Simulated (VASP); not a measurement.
# AlN (P1) in VASP: single point with PBEsol

Aim: the single point of AlN with PBEsol.

Everything below comes from runs of VASP 6.6.1. Logs are shortened: lines on timing, memory, paths and dates and some standing lists are left out, and cuts for length are marked.

**1. The cell of the first run**

The typed cell holds 2 atoms: a = 3.071 Å, b = 3.078 Å, c = 3.069 Å, α = 59.51°, β = 60.63°, γ = 59.93°.

**2. Single point, PBEsol (atoms moved at random and the cell strained at random)**

Contents of INCAR:

```
ALGO = Normal
EDIFF = 1E-7
ENCUT = 520
GGA = PS
ISIF = 2
ISMEAR = 0
LASPH = T
LCHARG = T
LELF = T
LREAL = F
LVHAR = T
LWAVE = F
NBANDS = 11
NELM = 60
PREC = Accurate
SIGMA = 0.02
```

Contents of KPOINTS:

```
k-points
0
Gamma
  10 10 10
```

Contents of POSCAR:

```
AlN
1.0
   -0.0079934164      2.1582442755      2.1844740382
    2.1832291619      0.0063117414      2.1701688804
    2.1899995419      2.1507094978     -0.0004586386
Al N
1 1
Direct
    0.0467881416      0.0056295954     -0.0025160331
    0.7032118584      0.7443704046      0.7525160331
```

Potentials or basis: VASP PAW PBE potentials, release 64 (Al, N).

The run is started by

```sh
cat potpaw_PBE.64/Al/POTCAR potpaw_PBE.64/N/POTCAR > POTCAR
mpirun -np 1 vasp_std > vasp.out
```

OUTCAR:

```text
EDIFF = 1E-7
   ENCUT = 520
   GGA = PS
   ISIF = 2
   ISMEAR = 0
   LASPH = T
   LREAL = F
   NELM = 60
   PREC = Accurate

 ion  position               nearest neighbor table
   1  0.047  0.006  0.997-   2 1.67   2 1.87   2 1.92   2 2.14
   2  0.703  0.744  0.753-   1 1.67   1 1.87   1 1.92   1 2.14

  LATTYP: Found a triclinic cell.
 ALAT       =     5.2903080741
 B/A-ratio  =     0.5767617827
 C/A-ratio  =     1.7522483548
 COS(alpha) =     0.0001617025
 COS(beta)  =     0.4855614526
 COS(gamma) =     0.8634541379

  Lattice vectors:

 A1 = (  -2.1967699219,  -4.2951072542,   2.1710861576)
 A2 = (  -0.0067703800,  -2.1443977564,   2.1706275190)
 A3 = (  -8.7544508240,  -2.1557982029,  -2.1549464454)

Analysis of symmetry for initial positions (statically):
=====================================================================
 Subroutine PRICEL returns:
 Original cell was already a primitive cell.

 Routine SETGRP: Setting up the symmetry group for a
 triclinic supercell.

 Subroutine GETGRP returns: Found  1 space group operations
 (whereof  1 operations were pure point group operations)
 out of a pool of  2 trial point group operations.

The static configuration has the point symmetry C_1 .

Analysis of symmetry for dynamics (positions and initial velocities):
=====================================================================
 Subroutine PRICEL returns:
 Original cell was already a primitive cell.

 Routine SETGRP: Setting up the symmetry group for a
 triclinic supercell.

 Subroutine GETGRP returns: Found  1 space group operations
 (whereof  1 operations were pure point group operations)
 out of a pool of  2 trial point group operations.

The dynamic configuration has the point symmetry C_1 .

 Subroutine INISYM returns: Found  1 space group operations
 (whereof  1 operations are pure point group operations),
 and found     1 'primitive' translations

----------------------------------------------------------------------------------------

                                     Primitive cell

  volume of cell :      20.5239

  direct lattice vectors                    reciprocal lattice vectors
    -0.007993416  2.158244275  2.184474038    -0.227413482  0.231616609  0.228108442
     2.183229162  0.006311741  2.170168880     0.228960617 -0.233094074  0.231133042
     2.189999542  2.150709498 -0.000458639     0.227538264  0.233218856 -0.229585907

  length of vectors
     3.070831984  3.078337600  3.069470565     0.396732412  0.400222806  0.398590498

  position of ions in fractional coordinates (direct lattice)
     0.046788142  0.005629595  0.997483967
     0.703211858  0.744370405  0.752516033

  ion indices of the primitive-cell ions
   primitive index   ion index
                 1           1
                 2           2

----------------------------------------------------------------------------------------

 KPOINTS: k-points

Automatic generation of k-mesh.
 Grid dimensions read from file:
 generate k-points for:   10   10   10

 Generating k-lattice:

  Cartesian coordinates                     Fractional coordinates (reciprocal lattice)
    -0.022741348  0.023161661  0.022810844     0.100000000 -0.000000000  0.000000000
     0.022896062 -0.023309407  0.023113304     0.000000000  0.100000000  0.000000000
     0.022753826  0.023321886 -0.022958591    -0.000000000 -0.000000000  0.100000000

  Length of vectors
     0.039673241  0.040022281  0.039859050

  Shift w.r.t. Gamma in fractional coordinates (k-lattice)
     0.000000000  0.000000000  0.000000000

 Subroutine IBZKPT returns following result:
 ===========================================

 Found    504 irreducible k-points:

 Following reciprocal coordinates:
            Coordinates               Weight
  0.000000  0.000000  0.000000      1.000000
  0.100000  0.000000 -0.000000      2.000000
  0.200000  0.000000 -0.000000      2.000000
  0.300000  0.000000 -0.000000      2.000000
  0.400000  0.000000 -0.000000      2.000000
  0.500000  0.000000 -0.000000      1.000000
[... 16 lines left out ...]
 -0.400000  0.200000  0.000000      2.000000
 -0.300000  0.200000  0.000000      2.000000
 [... further k-points ...]
   k-points           NKPTS =    504   k-points in BZ     NKDIM =    504   number of bands    NBANDS=     11
   number of dos      NEDOS =    301   number of ions     NIONS =      2
   total plane-waves  NPLWV =  13824
   dimension x,y,z NGX =    24 NGY =   24 NGZ =   24
   dimension x,y,z NGXF=    48 NGYF=   48 NGZF=   48
   ions per type =               1   1
   NGX,Y,Z   is equivalent  to a cutoff of  12.99, 12.96, 13.00 a.u.
   NGXF,Y,Z  is equivalent  to a cutoff of  25.99, 25.92, 26.00 a.u.
 SYSTEM =  unknown system
   PREC   = accura    normal or accurate (medium, high low for compatibility)
   ISTART =      0    job   : 0-new  1-cont  2-samecut
   ICHARG =      2    charge: 1-file 2-atom 10-const
   ISPIN  =      1    spin polarized calculation?
   LNONCOLLINEAR =      F non collinear calculations
   LSORBIT =      F    spin-orbit coupling
   LASPH  =      T    aspherical Exc in radial PAW
   ENCUT  =  520.0 eV  38.22 Ry    6.18 a.u.   5.71  5.72  5.71*2*pi/ulx,y,z
   NELM   =     60;   NELMIN=  2; NELMDL= -5     # of ELM steps
   EDIFF  = 0.1E-06   stopping-criterion for ELM
   LREAL  =      F    real-space projection
   EDIFFG = 0.1E-05   stopping-criterion for IOM
   NSW    =      0    number of steps for IOM
   IBRION =     -1    ionic relax: 0-MD 1-quasi-New 2-CG
   NFREE  =      0    steps in history (QN), initial steepest desc. (CG)
   ISIF   =      2    stress and relaxation
   ISYM   =      2    0-nonsym 1-usesym 2-fastsym
   POTIM  = 0.5000    time-step for ionic-motion
   TEBEG  =    0.0;   TEEND  =   0.0 temperature during run
   PSTRESS=    0.0 pullay stress
   NELECT =       8.0000    total number of electrons
   NUPDOWN=      -1.0000    fix difference up-down
   EMIN   =  10.00;   EMAX   =-10.00  energy-range for DOS
   EFERMI =   0.00;   METHOD = LEGACY
   ISMEAR =     0;   SIGMA  =   0.02  broadening in eV -4-tet -1-fermi 0-gaus
   EFERMI_NEDOS =   21; number of points for ismear=-14 and -15
   IALGO  =     38    algorithm
   IMIX   =      4    mixing-type and parameters
     AMIX     =   0.40;   BMIX     =  1.00
     AMIX_MAG =   1.60;   BMIX_MAG =  1.00
  volume/ion in A,a.u.               =      10.26        69.25
  Fermi-wavevector in a.u.,A,eV,Ry     =   1.195873  2.259872 19.457857  1.430112
  Thomas-Fermi vector in A             =   2.331827
   LORBIT       =      0    0 simple, 1 ext, 2 COOP (PROOUT), +10 PAW based schemes
   GGA     = PS    functional components
   LHFCALC =     F    Hartree Fock is set to
   AEXX    =    0.0000 exact exchange contribution
   IVDW    =     0    specifies the selected vdW correction
   LEPSILON=     F    determine dielectric tensor
   LRPA    =     F    only Hartree local field effects (RPA)
 non-spin polarized calculation
 Gauss-broadening in eV      SIGMA  =   0.02
  energy-cutoff  :      520.00
  volume of cell :       20.52
 maximum number of plane-waves:       564
   NGX = 11   NGY = 11   NGZ = 11

 number of electron       8.0000000 magnetization

 Free energy of the ion-electron system (eV)
  ---------------------------------------------------
  ext. energy  EPLUGINS =         0.00000000
  ---------------------------------------------------
  free energy    TOTEN  =       -14.94511138 eV

  energy without entropy =      -14.94511138  energy(sigma->0) =      -14.94511138

 E-fermi :   6.9142     XC(G=0): -11.1855

 val. band max:        6.7175345378   @ k =   0.0000   0.0000   0.0000
 cond. band min:       9.1569079814   @ k =   0.5000  -0.0000   0.5000
 fundamental gap:      2.4393734437
 Fermi energy:         6.9141685212

 k-point     1 :       0.0000    0.0000    0.0000
  band No.  band energies     occupation
      1      -9.0439      2.00000
      2       5.2346      2.00000
      3       6.0122      2.00000
      4       6.7175      2.00000
      5      10.0782      0.00000
      6      18.5960      0.00000
      7      18.6824      0.00000
      8      18.7536      0.00000
      9      23.2178      0.00000
     10      23.5893      0.00000
     11      24.1326      0.00000

 k-point     2 :       0.1000    0.0000   -0.0000
  band No.  band energies     occupation
      1      -8.8933      2.00000
      2       4.5651      2.00000
      3       5.9716      2.00000
      4       6.6257      2.00000
      5      10.6318      0.00000
      6      17.9559      0.00000
      7      18.8917      0.00000
      8      19.1659      0.00000
      9      21.8557      0.00000
     10      22.3621      0.00000
     11      24.7958      0.00000

 k-point     3 :       0.2000    0.0000   -0.0000
  band No.  band energies     occupation
      1      -8.4635      2.00000
      2       3.1138      2.00000
      3       5.8712      2.00000
      4       6.4487      2.00000
      5      11.6511      0.00000
      6      17.0199      0.00000
      7      18.8721      0.00000
      8      19.2367      0.00000
      9      21.4068      0.00000
     10      21.6241      0.00000
     11      23.7485      0.00000

 k-point     4 :       0.3000    0.0000   -0.0000
  band No.  band energies     occupation
      1      -7.8357      2.00000
      2       1.5449      2.00000
      3       5.7563      2.00000
      4       6.2650      2.00000
      5      12.4748      0.00000
      6      16.1827      0.00000
      7      17.9956      0.00000
      8      18.6145      0.00000
      9      22.3397      0.00000
     10      22.8463      0.00000
     11      23.4635      0.00000
[... 239 lines left out ...]
 k-point    22 :       0.5000    0.2000    0.0000
  band No.  band energies     occupation
      1      -6.7432      2.00000
      2       0.5772      2.00000
      3       4.1149      2.00000
      4       5.4767      2.00000
      5      12.4629      0.00000
      6      15.3461      0.00000
      7      17.7230      0.00000
      8      19.0793      0.00000
      9      22.2476      0.00000
     10      26.7167      0.00000
     11      27.7113      0.00000

 k-point    23 :      -0.4000    0.2000    0.0000
  band No.  band energies     occupation
      1      -6.6568      2.00000
      2       0.4398      2.00000
      3       3.8555      2.00000
      4       5.6842      2.00000
      5      12.9897      0.00000
      6      14.9941      0.00000
      7      17.7573      0.00000
      8      18.6557      0.00000
      9      23.6137      0.00000
     10      24.7471      0.00000
     11      27.4123      0.00000

 k-point    24 :      -0.3000    0.2000    0.0000
  band No.  band energies     occupation
      1      -7.0364      2.00000
      2       1.0106      2.00000
      3       3.8952      2.00000
      4       5.9895      2.00000
      5      13.4624      0.00000
      6      15.0029      0.00000
      7      17.4267      0.00000
      8      18.4529      0.00000
      9      22.4458      0.00000
     10      24.9778      0.00000
     11      27.5564      0.00000

 [... further k-points ...]
[... 5 lines left out ...]
  --------------------------------------------------------------------------------------
  -------------------------------------------------------------------------------------
  Total        2.8342402      1.7999431      1.2523392     -2.5958372      1.1568531     -2.0328610
  in kB      221.2523494    140.5109004     97.7627075   -202.6416359     90.3086684   -158.6934205
  external PRESSURE =     153.1753191 kB  Pullay stress =       0.0000000 kB

 VOLUME and BASIS-vectors are now :
 -----------------------------------------------------------------------------
  energy-cutoff  :      520.00
  volume of cell :       20.52
      direct lattice vectors                 reciprocal lattice vectors
    -0.007993416  2.158244275  2.184474038    -0.227413482  0.231616609  0.228108442
     2.183229162  0.006311741  2.170168880     0.228960617 -0.233094074  0.231133042
     2.189999542  2.150709498 -0.000458639     0.227538264  0.233218856 -0.229585907

 POSITION                                       TOTAL-FORCE (eV/Angst)
 -----------------------------------------------------------------------------------
      2.19641      2.24631      0.11397         2.523658     -3.043218     -3.605311
      3.26752      3.14084      3.15121        -2.523658      3.043218      3.605311
 -----------------------------------------------------------------------------------
    total drift:                               -0.000089      0.000094     -0.000016

  FREE ENERGIE OF THE ION-ELECTRON SYSTEM (eV)
  ---------------------------------------------------
  free  energy   TOTEN  =       -14.9451113751 eV

  energy  without entropy=      -14.9451113751  energy(sigma->0) =      -14.94511138
```

Run time: 62 s. Hardware: 1 thread of Intel Xeon Platinum 8259CL at 2.50GHz (Skylake/Cascade Lake), shared host; peak memory 0.22 GiB.

What came out:

```
Free energy            : -14.9451 eV
Pressure               : 15.3 GPa
Largest force          : 5.351 eV/Å
Band gap on the k mesh : 2.44 eV, indirect (least direct gap 3.36 eV)
```

Forces on the atoms (eV/Å):
```
Al   2.524 -3.043 -3.605
N   -2.524  3.043  3.605
```

Caveat: the cell differs from its parent crystal (atoms moved at random and the cell strained at random); the PAW data sets were made with another functional, which shifts forces and pressure a little.
